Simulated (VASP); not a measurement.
Crystal: BeC.

```
Be C
1.0
     1.17003    0.67552    3.84035
    -1.17003    0.67552    3.84035
     0.00000   -1.35104    3.84035
Be C
1 1
Direct
  0.00708 0.99010 0.00431
  0.51798 0.50296 0.50214
```

Base run:

- Program: VASP 6.6.1
- Functional: LDA
- Potentials or basis: VASP PAW LDA potentials, release 64 (Be, C)
- Cutoff: 520 eV
- k mesh: 9 × 9 × 9
- Occupations: fermi-dirac, width 0.1 eV
- Spin: no spin polarisation

Its results: band gap on the k mesh zero (bands 3 and 4 overlap by 5.22 eV); pressure -32.1 GPa; largest force 0.308 eV/Å.

Task: The run is repeated on the same cell with these changes: k mesh from 9 × 9 × 9 to 18 × 18 × 18. What comes out?

Result: Band gap on the k mesh zero (bands 3 and 4 overlap by 5.88 eV); pressure -31.6 GPa; largest force 0.287 eV/Å.

Caveats: the stress differs along the axes, from -58 to -19 GPa (at least some runs); the stress differs along the axes, from -57 to -19 GPa (at least some runs).
